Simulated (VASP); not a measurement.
# InSe (P6_3/mmc) in VASP: relaxation of cell and atoms with LDA

Aim: the relaxation of cell and atoms of InSe with LDA.

All numbers are computed with VASP 6.6.1; they aren't measurements. Logs are shortened: lines on timing, memory, paths and dates and some standing lists are left out, and cuts for length are marked.

## (1) The cell of the first run

The structure is hexagonal, space group P6_3/mmc (No. 194). Conventional cell: a = 4.032 Å, b = 4.032 Å, c = 16.762 Å, α = 90.00°, β = 90.00°, γ = 120.00°. In (site symmetry 3m) has 3 Se at 2.66 Å and 1 In at 2.79 Å within 3.5 Å. Within 3.5 Å of Se (site symmetry 3m) lie 3 In at 2.66 Å.

## (2) Relaxation of cell and atoms, LDA

The input, INCAR:

```
ALGO = Normal
EDIFF = 1E-7
EDIFFG = -0.005
ENCUT = 600
GGA = CA
IBRION = 2
ISIF = 3
ISMEAR = 0
KPAR = 4
LASPH = T
LCHARG = F
LREAL = F
LWAVE = F
NELM = 80
NSW = 70
PREC = Accurate
SIGMA = 0.02
```

The input, KPOINTS:

```
k-points
0
Gamma
  12 12 2
```

The input, POSCAR:

```
InSe
1.0
    4.0317714946      0.0000000000      0.0000000000
   -2.0158857473      3.4916165366      0.0000000000
    0.0000000000      0.0000000000     16.7623716164
In Se
4 4
Direct
    0.3333333333      0.6666666667      0.1666581957
    0.6666666667      0.3333333333      0.6666581957
    0.3333333333      0.6666666667      0.3333418043
    0.6666666667      0.3333333333      0.8333418043
    0.3333333333      0.6666666667      0.5898711349
    0.6666666667      0.3333333333      0.0898711349
    0.3333333333      0.6666666667      0.9101288651
    0.6666666667      0.3333333333      0.4101288651
```

Potentials or basis: VASP PAW LDA potentials, release 64 (In_d, Se).

The run is started by

```console
> cat potpaw_LDA.64/In_d/POTCAR potpaw_LDA.64/Se/POTCAR > POTCAR
> mpirun -np 4 vasp_std > vasp.out
```

OUTCAR:

```text
EDIFF = 1E-7
   EDIFFG = -0.005
   ENCUT = 600
   GGA = CA
   IBRION = 2
   ISIF = 3
   ISMEAR = 0
   LASPH = T
   LREAL = F
   NELM = 80
   NSW = 70
   PREC = Accurate

 ion  position               nearest neighbor table
   1  0.333  0.667  0.167-   6 2.66   6 2.66   6 2.66   3 2.79
   2  0.667  0.333  0.667-   5 2.66   5 2.66   5 2.66   4 2.79
   3  0.333  0.667  0.333-   8 2.66   8 2.66   8 2.66   1 2.79
   4  0.667  0.333  0.833-   7 2.66   7 2.66   7 2.66   2 2.79
   5  0.333  0.667  0.590-   2 2.66   2 2.66   2 2.66
   6  0.667  0.333  0.090-   1 2.66   1 2.66   1 2.66
   7  0.333  0.667  0.910-   4 2.66   4 2.66   4 2.66
   8  0.667  0.333  0.410-   3 2.66   3 2.66   3 2.66

  LATTYP: Found a hexagonal cell.
 ALAT       =     4.0317714946
 C/A-ratio  =     4.1575698521

  Lattice vectors:

 A1 = (   4.0317714946,   0.0000000000,   0.0000000000)
 A2 = (  -2.0158857473,   3.4916165366,   0.0000000000)
 A3 = (   0.0000000000,   0.0000000000,  16.7623716164)

Analysis of symmetry for initial positions (statically):
=====================================================================
 Subroutine PRICEL returns:
 Original cell was already a primitive cell.

 Routine SETGRP: Setting up the symmetry group for a
 hexagonal supercell.

 Subroutine GETGRP returns: Found 24 space group operations
 (whereof 12 operations were pure point group operations)
 out of a pool of 24 trial point group operations.

The static configuration has the point symmetry D_3d.
 The point group associated with its full space group is D_6h.

Analysis of symmetry for dynamics (positions and initial velocities):
=====================================================================
 Subroutine PRICEL returns:
 Original cell was already a primitive cell.

 Routine SETGRP: Setting up the symmetry group for a
 hexagonal supercell.

 Subroutine GETGRP returns: Found 24 space group operations
 (whereof 12 operations were pure point group operations)
 out of a pool of 24 trial point group operations.

The dynamic configuration has the point symmetry D_3d.
 The point group associated with its full space group is D_6h.

 Subroutine INISYM returns: Found 24 space group operations
 (whereof 12 operations are pure point group operations),
 and found     1 'primitive' translations

----------------------------------------------------------------------------------------

                                     Primitive cell

  volume of cell :     235.9706

  direct lattice vectors                    reciprocal lattice vectors
     4.031771495  0.000000000  0.000000000     0.248029930  0.143200147  0.000000000
    -2.015885747  3.491616537  0.000000000     0.000000000  0.286400293  0.000000000
     0.000000000  0.000000000 16.762371616     0.000000000  0.000000000  0.059657429

  length of vectors
     4.031771495  4.031771495 16.762371616     0.286400293  0.286400293  0.059657429

  position of ions in fractional coordinates (direct lattice)
     0.333333333  0.666666667  0.166658196
     0.666666667  0.333333333  0.666658196
     0.333333333  0.666666667  0.333341804
     0.666666667  0.333333333  0.833341804
     0.333333333  0.666666667  0.589871135
     0.666666667  0.333333333  0.089871135
     0.333333333  0.666666667  0.910128865
     0.666666667  0.333333333  0.410128865

  ion indices of the primitive-cell ions
   primitive index   ion index
                 1           1
                 2           2
                 3           3
                 4           4
                 5           5
                 6           6
                 7           7
                 8           8

----------------------------------------------------------------------------------------

 KPOINTS: k-points

Automatic generation of k-mesh.
 Grid dimensions read from file:
 generate k-points for:   12   12    2

 Generating k-lattice:

  Cartesian coordinates                     Fractional coordinates (reciprocal lattice)
     0.020669161  0.011933346  0.000000000     0.083333333  0.000000000  0.000000000
     0.000000000  0.023866691  0.000000000     0.000000000  0.083333333  0.000000000
     0.000000000  0.000000000  0.029828715     0.000000000  0.000000000  0.500000000

  Length of vectors
     0.023866691  0.023866691  0.029828715

  Shift w.r.t. Gamma in fractional coordinates (k-lattice)
     0.000000000  0.000000000  0.000000000

 Subroutine IBZKPT returns following result:
 ===========================================

 Found     38 irreducible k-points:

 Following reciprocal coordinates:
            Coordinates               Weight
  0.000000  0.000000  0.000000      1.000000
  0.083333  0.000000  0.000000      6.000000
  0.166667 -0.000000  0.000000      6.000000
  0.250000  0.000000  0.000000      6.000000
  0.333333  0.000000  0.000000      6.000000
  0.416667 -0.000000  0.000000      6.000000
[... 16 lines left out ...]
  0.250000  0.000000  0.500000      6.000000
  0.333333  0.000000  0.500000      6.000000
 [... further k-points ...]
   k-points           NKPTS =     38   k-points in BZ     NKDIM =     38   number of bands    NBANDS=     45
   number of dos      NEDOS =    301   number of ions     NIONS =      8
   total plane-waves  NPLWV = 143360
   dimension x,y,z NGX =    32 NGY =   32 NGZ =  140
   dimension x,y,z NGXF=    64 NGYF=   64 NGZF=  280
   ions per type =               4   4
   NGX,Y,Z   is equivalent  to a cutoff of  13.19, 13.19, 13.88 a.u.
   NGXF,Y,Z  is equivalent  to a cutoff of  26.39, 26.39, 27.77 a.u.
 SYSTEM =  unknown system
   PREC   = accura    normal or accurate (medium, high low for compatibility)
   ISTART =      0    job   : 0-new  1-cont  2-samecut
   ICHARG =      2    charge: 1-file 2-atom 10-const
   ISPIN  =      1    spin polarized calculation?
   LNONCOLLINEAR =      F non collinear calculations
   LSORBIT =      F    spin-orbit coupling
   LASPH  =      T    aspherical Exc in radial PAW
   ENCUT  =  600.0 eV  44.10 Ry    6.64 a.u.   8.05  8.05 33.48*2*pi/ulx,y,z
   NELM   =     80;   NELMIN=  2; NELMDL= -5     # of ELM steps
   EDIFF  = 0.1E-06   stopping-criterion for ELM
   LREAL  =      F    real-space projection
   EDIFFG = -.5E-02   stopping-criterion for IOM
   NSW    =     70    number of steps for IOM
   IBRION =      2    ionic relax: 0-MD 1-quasi-New 2-CG
   NFREE  =      1    steps in history (QN), initial steepest desc. (CG)
   ISIF   =      3    stress and relaxation
   ISYM   =      2    0-nonsym 1-usesym 2-fastsym
   POTIM  = 0.5000    time-step for ionic-motion
   TEBEG  =    0.0;   TEEND  =   0.0 temperature during run
   PSTRESS=    0.0 pullay stress
   NELECT =      76.0000    total number of electrons
   NUPDOWN=      -1.0000    fix difference up-down
   EMIN   =  10.00;   EMAX   =-10.00  energy-range for DOS
   EFERMI =   0.00;   METHOD = LEGACY
   ISMEAR =     0;   SIGMA  =   0.02  broadening in eV -4-tet -1-fermi 0-gaus
   EFERMI_NEDOS =   21; number of points for ismear=-14 and -15
   IALGO  =     38    algorithm
   IMIX   =      4    mixing-type and parameters
     AMIX     =   0.40;   BMIX     =  1.00
     AMIX_MAG =   1.60;   BMIX_MAG =  1.00
  volume/ion in A,a.u.               =      29.50       199.05
  Fermi-wavevector in a.u.,A,eV,Ry     =   1.122174  2.120601 17.133458  1.259274
  Thomas-Fermi vector in A             =   2.258832
   LORBIT       =      0    0 simple, 1 ext, 2 COOP (PROOUT), +10 PAW based schemes
   GGA     = CA    functional components
   LHFCALC =     F    Hartree Fock is set to
   AEXX    =    0.0000 exact exchange contribution
   IVDW    =     0    specifies the selected vdW correction
   LEPSILON=     F    determine dielectric tensor
   LRPA    =     F    only Hartree local field effects (RPA)
 conjugate gradient relaxation of ions
 non-spin polarized calculation
 Gauss-broadening in eV      SIGMA  =   0.02
  energy-cutoff  :      600.00
  volume of cell :      235.97
 maximum number of plane-waves:      7912
   NGX = 17   NGY = 17   NGZ = 67

--------------------------------------- Ionic step        1  -------------------------------------------

 number of electron      76.0000013 magnetization

 Free energy of the ion-electron system (eV)
  ---------------------------------------------------
  ext. energy  EPLUGINS =         0.00000000
  ---------------------------------------------------
  free energy    TOTEN  =       -33.25201043 eV

  energy without entropy =      -33.25201043  energy(sigma->0) =      -33.25201043

------------------------ aborting loop because EDIFF is reached ----------------------------------------

  FORCE on cell =-STRESS in cart. coord.  units (eV):
  Direction    XX          YY          ZZ          XY          YZ          ZX
  --------------------------------------------------------------------------------------
  -------------------------------------------------------------------------------------
  Total       -3.3227915     -3.3227915     -3.4005386      0.0000000     -0.0000000     -0.0000000
  in kB      -22.5608657    -22.5608657    -23.0887479      0.0000000     -0.0000000     -0.0000000
  external PRESSURE =     -22.7368264 kB  Pullay stress =       0.0000000 kB
[... 107 lines left out ...]
  FREE ENERGIE OF THE ION-ELECTRON SYSTEM (eV)
  ---------------------------------------------------
  free  energy   TOTEN  =       -33.3257203694 eV

  energy  without entropy=      -33.3257203694  energy(sigma->0) =      -33.32572037

[... ionic steps 4 to 9 ...]

--------------------------------------- Ionic step       10  -------------------------------------------

 number of electron      75.9999992 magnetization

------------------------ aborting loop because EDIFF is reached ----------------------------------------

  FORCE on cell =-STRESS in cart. coord.  units (eV):
  Direction    XX          YY          ZZ          XY          YZ          ZX
  --------------------------------------------------------------------------------------
  -------------------------------------------------------------------------------------
  Total        0.0265551      0.0265551     -0.0177264      0.0000000     -0.0000000      0.0000000
  in kB        0.1889830      0.1889830     -0.1261525      0.0000000     -0.0000000      0.0000000
  external PRESSURE =       0.0839379 kB  Pullay stress =       0.0000000 kB
[... 69 lines left out ...]
  energy  without entropy=      -33.3298919670  energy(sigma->0) =      -33.32989197

--------------------------------------- Ionic step       12  -------------------------------------------

 number of electron      75.9999989 magnetization

 Free energy of the ion-electron system (eV)
  ---------------------------------------------------
  ext. energy  EPLUGINS =         0.00000000
  ---------------------------------------------------
  free energy    TOTEN  =       -33.32992152 eV

  energy without entropy =      -33.32992152  energy(sigma->0) =      -33.32992152

 E-fermi :   4.4327     XC(G=0):  -9.4396

 val. band max:        4.3493706689   @ k =   0.0000   0.0000   0.0000
 cond. band min:       4.6429107363   @ k =   0.0000   0.0000   0.0000
 fundamental gap:      0.2935400674
 Fermi energy:         4.4326571892

 k-point     1 :       0.0000    0.0000    0.0000
  band No.  band energies     occupation
      1     -10.5231      2.00000
      2     -10.5223      2.00000
      3     -10.3051      2.00000
      4     -10.3051      2.00000
      5     -10.3045      2.00000
      6     -10.3045      2.00000
[... 1141 lines left out ...]
     44       8.1494      0.00000
     45       8.3817      0.00000

 [... further k-points ...]

------------------------ aborting loop because EDIFF is reached ----------------------------------------

  FORCE on cell =-STRESS in cart. coord.  units (eV):
  Direction    XX          YY          ZZ          XY          YZ          ZX
  --------------------------------------------------------------------------------------
  -------------------------------------------------------------------------------------
  Total       -0.0113341     -0.0113341     -0.0058734      0.0000000      0.0000000      0.0000000
  in kB       -0.0807539     -0.0807539     -0.0418472      0.0000000      0.0000000      0.0000000
  external PRESSURE =      -0.0677850 kB  Pullay stress =       0.0000000 kB
[... 23 lines left out ...]
  FREE ENERGIE OF THE ION-ELECTRON SYSTEM (eV)
  ---------------------------------------------------
  free  energy   TOTEN  =       -33.3299215238 eV

  energy  without entropy=      -33.3299215238  energy(sigma->0) =      -33.32992152

 reached required accuracy - stopping structural energy minimisation
```

Run time: 28 min. Hardware: 4 MPI ranks of Oxide Virtual Turin-like, shared host; peak memory 0.56 GiB.

Results:

| Quantity | Value |
| --- | --- |
| Free energy | -33.3299 eV |
| Relaxed volume | 28.11 Å³/atom |
| Relaxed cell | a = 3.969 Å, b = 3.969 Å, c = 16.480 Å, α = 90.00°, β = 90.00°, γ = 120.00° |
| Space group after relaxing (to 0.1 Å) | P6_3/mmc (No. 194) |
| Energy gained by relaxing | 9.7 meV/atom |
| Ionic steps | 12 |
| Pressure after relaxing | 0.0 GPa |
| Band gap on the k mesh | 0.29 eV |

Forces in eV/Å, atoms in the order of the input:
```
In   0.000  0.000 -0.002
In   0.000  0.000 -0.002
In   0.000  0.000  0.002
In   0.000  0.000  0.002
Se   0.000  0.000  0.000
Se   0.000  0.000  0.000
Se   0.000  0.000  0.000
Se   0.000  0.000  0.000
```

Step by step:
```tsv
step	energy change (eV)	largest force (eV/Å)	pressure (GPa)	volume (Å³)
1	0.0000	0.2844	-2.27	235.97
2	-0.0514	0.2891	1.28	221.96
3	-0.0737	0.1442	-0.09	226.75
4	-0.0768	0.0401	-0.03	226.00
5	-0.0769	0.0334	-0.02	225.86
6	-0.0774	0.0232	-0.01	225.65
7	-0.0776	0.0081	0.00	225.33
8	-0.0776	0.0092	-0.01	225.37
9	-0.0777	0.0092	0.00	225.31
10	-0.0778	0.0093	0.01	225.13
11	-0.0779	0.0093	0.03	224.78
12	-0.0779	0.0020	-0.01	224.87
```

Final structure:
```
In Se
1.0
     3.96939    0.00000    0.00000
    -1.98470    3.43759    0.00000
     0.00000    0.00000   16.47995
In Se
4 4
Cartesian
  0.0000 2.2917 2.7476
  1.9847 1.1459 10.9876
  0.0000 2.2917 5.4924
  1.9847 1.1459 13.7323
  0.0000 2.2917 9.7136
  1.9847 1.1459 1.4736
  0.0000 2.2917 15.0063
  1.9847 1.1459 6.7663
```

Caveat: spin-orbit coupling is left out, which moves the levels of the heavy elements. LDA usually gives volumes a few per cent too small.
